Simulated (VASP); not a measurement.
# Si8O17 (a cell with a defect) in VASP: single point with PBE

Aim: the single point of Si8O17 (a cell with a defect) with PBE.

Everything below comes from runs of VASP 6.6.1. Logs are shortened: lines on timing, memory, paths and dates and some standing lists are left out, and cuts for length are marked.

### Step 1. The cell of the first run

The cell holds a defect, 25 atoms: a = 5.908 Å, b = 5.908 Å, c = 5.331 Å, α = 90.00°, β = 90.00°, γ = 90.00°.

### Step 2. Single point, PBE, collinear spin, zero start

The input, INCAR:

```
SYSTEM = Si8O17
PREC     = Accurate       ! precision mode
ENCUT    = 520            ! plane-wave cutoff, eV
EDIFF    = 1E-6           ! SCF threshold, eV
ISMEAR   = 0              ! smearing method
SIGMA    = 0.05           ! smearing width, eV
LREAL    = Auto         
LASPH    = .TRUE.         ! aspherical terms in the spheres
NELM     = 150            ! most SCF steps
ALGO     = Normal         ! electronic algorithm
ISIF     = 2              ! what is computed and relaxed
LWAVE    = .FALSE.        ! write WAVECAR
LCHARG   = .TRUE.         ! write CHGCAR
ISPIN    = 2              ! spin polarisation
MAGMOM   = 0 0 0 0 0 0 0 0 0 0 0 0 0 0 0 0 0 0 0 0 0 0 0 0 0 ! initial moments
LORBIT   = 11             ! projections on sites
GGA      = PE             ! functional
LELF     = .TRUE.         ! ELF
LVHAR    = .TRUE.       
NBANDS   = 89             ! bands
```

The input, KPOINTS:

```
regular mesh
0
G
  2 2 2
  0 0 0
```

The input, POSCAR:

```
Si8O17
1.0
   -4.1773000000     -4.1773000000      0.0000000000
    4.1773000000     -4.1773000000      0.0000000000
    0.0000000000      0.0000000000      5.3310000000
Si O
8 17
Direct
    0.5123779714      0.4926578173      0.0049544176
    0.0057708328      0.4956789074      0.2496237104
    0.5123552295      0.4926092213      0.4942764960
    0.0208717353      0.4914445934      0.7496514725
   -0.0114498600      0.0068732195      0.0049583568
    0.4951619467      0.0038539248      0.2496242731
   -0.0114295119      0.0069189429      0.4942836241
    0.4800561367      0.0080907524      0.7496524104
    0.2029064228      0.4647731788      0.0130183830
   -0.0266600436      0.1931178034      0.2496162071
    0.8165907404      0.5046011778     -0.0016676046
    0.0064382496      0.8048336246      0.2495876946
    0.2028671630      0.4647911330      0.4862768711
   -0.0105048716      0.1940913988      0.7496267117
    0.8165550715      0.5046964546      0.5008720690
   -0.0297804802      0.8153309554      0.7496304633
    0.6843371316     -0.0050627199     -0.0016661039
    0.4944959663      0.6946963350      0.2495828175
    0.2980243219      0.0347521126      0.0130180079
    0.5275955761      0.3064120365      0.2496111424
    0.6843735188     -0.0051560817      0.5008728194
    0.5306792665      0.6842040313      0.7496238980
    0.2980657362      0.0347312858      0.4862796849
    0.5114404041      0.3054413138      0.7496237104
    0.2504482561      0.7497631245      0.7496621647
```

Potentials or basis: VASP PAW PBE potentials, release 64 (Si, O).

The run is started by

```console
> cat potpaw_PBE.64/Si/POTCAR potpaw_PBE.64/O/POTCAR > POTCAR
> mpirun -np 1 vasp_std > vasp.out
```

OUTCAR:

```text
SYSTEM = Si8O17
   PREC = Accurate
   ENCUT = 520
   EDIFF = 1E-6
   ISMEAR = 0
   LREAL = Auto
   LASPH = .TRUE.
   NELM = 150
   ISIF = 2
   ISPIN = 2
   LORBIT = 11
   GGA = PE

 ion  position               nearest neighbor table
   1  0.512  0.493  0.005-  20 1.71  24 1.75  18 1.77  22 1.77  11 1.80   9 1.84   3 2.61   3 2.72

   2  0.006  0.496  0.250-   9 1.73  13 1.73  15 1.75  11 1.75  10 1.80  12 1.83   4 2.67   4 2.67

   3  0.512  0.493  0.494-  20 1.71  24 1.75  18 1.77  22 1.77  15 1.80  13 1.84   1 2.61   1 2.72
[... 14 lines left out ...]
  12  0.006  0.805  0.250-   5 1.77   7 1.77   2 1.83
  13  0.203  0.465  0.486-   2 1.73   4 1.78   3 1.84
  14  0.989  0.194  0.750-   7 1.75   5 1.75   4 1.77
  15  0.817  0.505  0.501-   2 1.75   4 1.79   3 1.80
  16  0.970  0.815  0.750-  25 1.70   5 1.77   7 1.77   4 1.94
  17  0.684  0.995  0.998-   6 1.75   8 1.79   5 1.80
  18  0.494  0.695  0.250-   1 1.77   3 1.77   6 1.83
  19  0.298  0.035  0.013-   6 1.73   8 1.78   5 1.84
  20  0.528  0.306  0.250-   3 1.71   1 1.71   6 1.80
  21  0.684  0.995  0.501-   6 1.75   8 1.79   7 1.80
  22  0.531  0.684  0.750-  25 1.70   1 1.77   3 1.77   8 1.94
  23  0.298  0.035  0.486-   6 1.73   8 1.78   7 1.84
  24  0.511  0.305  0.750-   3 1.75   1 1.75   8 1.77
  25  0.250  0.750  0.750-  16 1.70  22 1.70   4 2.04   8 2.04

  LATTYP: Found a simple tetragonal cell.
 ALAT       =     5.9075943141
 C/A-ratio  =     0.9023977810

  Lattice vectors:

 A1 = (  -4.1773000000,  -4.1773000000,   0.0000000000)
 A2 = (   4.1773000000,  -4.1773000000,   0.0000000000)
 A3 = (   0.0000000000,   0.0000000000,   5.3310000000)

Analysis of symmetry for initial positions (statically):
=====================================================================
 Subroutine PRICEL returns:
 Original cell was already a primitive cell.

 Routine SETGRP: Setting up the symmetry group for a
 simple tetragonal supercell.

 Subroutine GETGRP returns: Found  1 space group operations
 (whereof  1 operations were pure point group operations)
 out of a pool of 16 trial point group operations.

The static configuration has the point symmetry C_1 .

Analysis of symmetry for dynamics (positions and initial velocities):
=====================================================================
 Subroutine PRICEL returns:
 Original cell was already a primitive cell.

 Routine SETGRP: Setting up the symmetry group for a
 simple tetragonal supercell.

 Subroutine GETGRP returns: Found  1 space group operations
 (whereof  1 operations were pure point group operations)
 out of a pool of 16 trial point group operations.

The dynamic configuration has the point symmetry C_1 .

Analysis of structural, dynamic, and magnetic symmetry:
=====================================================================
 Subroutine PRICEL returns:
 Original cell was already a primitive cell.

 Routine SETGRP: Setting up the symmetry group for a
 simple tetragonal supercell.

 Subroutine GETGRP returns: Found  1 space group operations
 (whereof  1 operations were pure point group operations)
 out of a pool of 16 trial point group operations.

The overall configuration has the point symmetry C_1 .

 Subroutine INISYM returns: Found  1 space group operations
 (whereof  1 operations are pure point group operations),
 and found     1 'primitive' translations

----------------------------------------------------------------------------------------

                                     Primitive cell

  volume of cell :     186.0501

  direct lattice vectors                    reciprocal lattice vectors
    -4.177300000 -4.177300000  0.000000000    -0.119694540 -0.119694540  0.000000000
     4.177300000 -4.177300000  0.000000000     0.119694540 -0.119694540  0.000000000
     0.000000000  0.000000000  5.331000000     0.000000000  0.000000000  0.187582067

  length of vectors
     5.907594314  5.907594314  5.331000000     0.169273641  0.169273641  0.187582067

  position of ions in fractional coordinates (direct lattice)
     0.512377971  0.492657817  0.004954418
     0.005770833  0.495678907  0.249623710
     0.512355230  0.492609221  0.494276496
     0.020871735  0.491444593  0.749651472
     0.988550140  0.006873220  0.004958357
     0.495161947  0.003853925  0.249624273
[... 17 lines left out ...]
     0.511440404  0.305441314  0.749623710
     0.250448256  0.749763124  0.749662165
[... 72 lines left out ...]
   NGXF,Y,Z  is equivalent  to a cutoff of  27.02, 27.02, 24.95 a.u.
 SYSTEM =  Si8O17
   PREC   = accura    normal or accurate (medium, high low for compatibility)
   ISTART =      0    job   : 0-new  1-cont  2-samecut
   ICHARG =      2    charge: 1-file 2-atom 10-const
   ISPIN  =      2    spin polarized calculation?
   LNONCOLLINEAR =      F non collinear calculations
   LSORBIT =      F    spin-orbit coupling
   LASPH  =      T    aspherical Exc in radial PAW
   ENCUT  =  520.0 eV  38.22 Ry    6.18 a.u.  10.98 10.98  9.91*2*pi/ulx,y,z
   NELM   =    150;   NELMIN=  2; NELMDL= -5     # of ELM steps
   EDIFF  = 0.1E-05   stopping-criterion for ELM
   LREAL  =      T    real-space projection
   EDIFFG = 0.1E-04   stopping-criterion for IOM
   NSW    =      0    number of steps for IOM
   IBRION =     -1    ionic relax: 0-MD 1-quasi-New 2-CG
   NFREE  =      0    steps in history (QN), initial steepest desc. (CG)
   ISIF   =      2    stress and relaxation
   ISYM   =      2    0-nonsym 1-usesym 2-fastsym
   POTIM  = 0.5000    time-step for ionic-motion
   TEBEG  =    0.0;   TEEND  =   0.0 temperature during run
   PSTRESS=    0.0 pullay stress
   NELECT =     134.0000    total number of electrons
   NUPDOWN=      -1.0000    fix difference up-down
   EMIN   =  10.00;   EMAX   =-10.00  energy-range for DOS
   EFERMI =   0.00;   METHOD = LEGACY
   ISMEAR =     0;   SIGMA  =   0.05  broadening in eV -4-tet -1-fermi 0-gaus
   EFERMI_NEDOS =   21; number of points for ismear=-14 and -15
   IALGO  =     38    algorithm
   IMIX   =      4    mixing-type and parameters
     AMIX     =   0.40;   BMIX     =  1.00
     AMIX_MAG =   1.60;   BMIX_MAG =  1.00
  volume/ion in A,a.u.               =       7.44        50.22
  Fermi-wavevector in a.u.,A,eV,Ry     =   1.467461  2.773098 29.299335  2.153440
  Thomas-Fermi vector in A             =   2.583076
   LORBIT       =     11    0 simple, 1 ext, 2 COOP (PROOUT), +10 PAW based schemes
   GGA     = PE    functional components
   LHFCALC =     F    Hartree Fock is set to
   AEXX    =    0.0000 exact exchange contribution
   IVDW    =     0    specifies the selected vdW correction
   LEPSILON=     F    determine dielectric tensor
   LRPA    =     F    only Hartree local field effects (RPA)
 spin polarized calculation
 Gauss-broadening in eV      SIGMA  =   0.05
  energy-cutoff  :      520.00
  volume of cell :      186.05
 maximum number of plane-waves:      5032
 NGX is ok and might be reduce to    48
   NGX = 21   NGY = 21   NGZ = 19

 number of electron     133.9999987 magnetization      -0.0000000

 number of electron     133.9999987 magnetization       0.0000000

 Free energy of the ion-electron system (eV)
  ---------------------------------------------------
  ext. energy  EPLUGINS =         0.00000000
  ---------------------------------------------------
  free energy    TOTEN  =      -182.13495226 eV

  energy without entropy =     -182.13495226  energy(sigma->0) =     -182.13495226

 E-fermi :   9.6379     XC(G=0): -12.5166

 val. band max:        9.3878809955   @ k =   0.0000   0.5000   0.0000
 cond. band min:      11.9386549736   @ k =   0.5000   0.5000   0.0000
 fundamental gap:      2.5507739781
 Fermi energy:         9.6379068403

 spin component 1

 k-point     1 :       0.0000    0.0000    0.0000
  band No.  band energies     occupation
      1     -14.4543      1.00000
      2     -12.6882      1.00000
      3     -12.4284      1.00000
      4     -12.0781      1.00000
      5     -11.4085      1.00000
      6     -11.1483      1.00000
[... 645 lines left out ...]
     78      18.9712      0.00000
     79      19.0674      0.00000
 Fermi energy:         9.6379068403

 spin component 2

 k-point     1 :       0.0000    0.0000    0.0000
  band No.  band energies     occupation
      1     -14.4543      1.00000
      2     -12.6882      1.00000
      3     -12.4284      1.00000
      4     -12.0781      1.00000
      5     -11.4085      1.00000
      6     -11.1483      1.00000
[... 645 lines left out ...]
     78      18.9712      0.00000
     79      19.0674      0.00000
 [bands above 79 left out]

------------------------ aborting loop because EDIFF is reached ----------------------------------------

  FORCE on cell =-STRESS in cart. coord.  units (eV):
  Direction    XX          YY          ZZ          XY          YZ          ZX
  --------------------------------------------------------------------------------------
  -------------------------------------------------------------------------------------
  Total       27.8497316     26.1841403     29.7561683    -11.4842419     -0.0011438     -0.0000737
  in kB      239.8289388    225.4856415    256.2462853    -98.8969514     -0.0098498     -0.0006346
  external PRESSURE =     240.5202885 kB  Pullay stress =       0.0000000 kB

 VOLUME and BASIS-vectors are now :
 -----------------------------------------------------------------------------
  energy-cutoff  :      520.00
  volume of cell :      186.05
      direct lattice vectors                 reciprocal lattice vectors
    -4.177300000 -4.177300000  0.000000000    -0.119694540 -0.119694540  0.000000000
     4.177300000 -4.177300000  0.000000000     0.119694540 -0.119694540  0.000000000
     0.000000000  0.000000000  5.331000000     0.000000000  0.000000000  0.187582067

 POSITION                                       TOTAL-FORCE (eV/Angst)
 -----------------------------------------------------------------------------------
     -0.08238     -4.19834      0.02641        -0.031478      0.001656     -0.011182
      2.04649     -2.09471      1.33074        -0.000309     -0.006323      0.001140
     -0.08249     -4.19804      2.63499        -0.028834     -0.005561      0.011315
      1.96572     -2.14010      3.99639         0.013834      0.012474     -0.002100
     -4.10076     -4.15818      0.02643         0.030829     -0.002523     -0.011070
     -2.05234     -2.08454      1.33075        -0.000390      0.006245      0.000842
[... 17 lines left out ...]
     -0.86052     -3.41236      3.99624        -0.010346      0.001622     -0.001900
      2.08579     -4.17818      3.99645         0.000604      0.001330     -0.000453
 -----------------------------------------------------------------------------------
    total drift:                                0.007013     -0.003210      0.002372

  FREE ENERGIE OF THE ION-ELECTRON SYSTEM (eV)
  ---------------------------------------------------
  free  energy   TOTEN  =      -182.1349522649 eV

  energy  without entropy=     -182.1349522649  energy(sigma->0) =     -182.13495226

 total charge

# of ion       s       p       d       tot
------------------------------------------
    1        0.594   0.886   0.000   1.480
    2        0.594   0.904   0.000   1.498
    3        0.594   0.886   0.000   1.480
    4        0.581   0.840   0.000   1.420
    5        0.594   0.886   0.000   1.480
    6        0.594   0.904   0.000   1.498
[... 17 lines left out ...]
   24        1.554   3.715   0.000   5.269
   25        1.669   3.314   0.000   4.983
--------------------------------------------------
tot         31.304  69.332   0.000 100.636

 magnetization (x)

# of ion       s       p       d       tot
------------------------------------------
    1        0.000   0.000   0.000   0.000
    2        0.000   0.000   0.000   0.000
    3        0.000   0.000   0.000   0.000
    4       -0.000   0.000   0.000  -0.000
    5        0.000   0.000   0.000   0.000
    6       -0.000   0.000   0.000  -0.000
[... 17 lines left out ...]
   24        0.000  -0.000   0.000  -0.000
   25       -0.000  -0.000   0.000  -0.000
--------------------------------------------------
tot          0.000   0.000   0.000   0.000
```

Wall time 15 min (1 thread of AMD EPYC 7R13, shared host); peak memory 0.4 GiB.

What came out:

```yaml
Free_energy: -182.1350 eV
Pressure: 24.1 GPa
Largest_force: 0.053 eV/Å
Band_gap_on_the_k_mesh: 2.55 eV
Net_moment: 0.00 μB per cell
Valence_electrons_inside_the_program's_atomic_spheres: Si 1.48, 1.50, 1.42; O 5.25, 5.30, 5.22, 5.27, 5.17, 4.98
```

Forces on the atoms (eV/Å):
```
Si  -0.031  0.002 -0.011
Si   0.000 -0.006  0.001
Si  -0.029 -0.006  0.011
Si   0.014  0.012 -0.002
Si   0.031 -0.003 -0.011
Si   0.000  0.006  0.001
Si   0.027  0.005  0.011
Si  -0.014 -0.013 -0.004
O   -0.015 -0.031 -0.011
O    0.046 -0.025  0.001
O    0.014 -0.010  0.000
O   -0.018  0.005  0.004
O   -0.018 -0.034  0.008
O    0.011 -0.002 -0.002
O    0.007 -0.009  0.002
O   -0.023 -0.022 -0.001
O   -0.016  0.011 -0.001
O    0.020 -0.005  0.004
O    0.015  0.031 -0.012
O   -0.046  0.027  0.003
O   -0.006  0.010  0.004
O    0.024  0.021  0.000
O    0.017  0.033  0.007
O   -0.010  0.002 -0.002
O    0.001  0.001  0.000
```

Levels at points of the mesh, in eV from the valence-band top:
Spin up:
| k point | band 65 | band 66 | band 67 | band 68 | band 69 | band 70 |
| --- | --- | --- | --- | --- | --- | --- |
| (0.00, 0.00, 0.00) | -0.94 | -0.84 | -0.48 | 2.92 | 4.67 | 5.61 |
| (0.50, 0.00, 0.00) | -1.62 | -0.75 | -0.46 | 2.58 | 5.56 | 5.99 |
| (0.00, 0.50, 0.00) | -1.56 | -0.72 | 0.00 | 2.94 | 5.74 | 5.80 |
| (0.50, 0.50, 0.00) | -1.44 | -0.98 | -0.07 | 2.55 | 6.21 | 6.30 |
| (0.00, 0.00, 0.50) | -1.59 | -0.44 | -0.40 | 2.97 | 6.08 | 6.81 |
| (0.50, 0.00, 0.50) | -1.62 | -0.51 | -0.49 | 2.60 | 6.23 | 6.63 |
| (0.00, 0.50, 0.50) | -1.69 | -0.93 | -0.21 | 2.96 | 6.57 | 6.94 |
| (0.50, 0.50, 0.50) | -1.75 | -0.82 | -0.20 | 2.61 | 6.87 | 7.51 |
Spin down:
| k point | band 64 | band 65 | band 66 | band 67 | band 68 | band 69 | band 70 | band 71 |
| --- | --- | --- | --- | --- | --- | --- | --- | --- |
| (0.00, 0.00, 0.00) | -1.60 | -0.94 | -0.84 | -0.48 | 2.92 | 4.67 | 5.61 | 6.10 |
| (0.50, 0.00, 0.00) | -1.83 | -1.62 | -0.75 | -0.46 | 2.58 | 5.56 | 5.99 | 6.42 |
| (0.00, 0.50, 0.00) | -2.06 | -1.56 | -0.72 | 0.00 | 2.94 | 5.74 | 5.80 | 6.39 |
| (0.50, 0.50, 0.00) | -1.93 | -1.44 | -0.98 | -0.07 | 2.55 | 6.21 | 6.30 | 6.74 |
| (0.00, 0.00, 0.50) | -1.88 | -1.59 | -0.44 | -0.40 | 2.97 | 6.08 | 6.81 | 6.94 |
| (0.50, 0.00, 0.50) | -1.93 | -1.62 | -0.51 | -0.49 | 2.60 | 6.23 | 6.63 | 7.20 |
| (0.00, 0.50, 0.50) | -1.73 | -1.69 | -0.93 | -0.21 | 2.96 | 6.57 | 6.94 | 7.05 |
| (0.50, 0.50, 0.50) | -1.98 | -1.75 | -0.82 | -0.20 | 2.61 | 6.87 | 7.51 | 7.85 |

Caveat: the k points lie up to 0.59 Å⁻¹ apart.
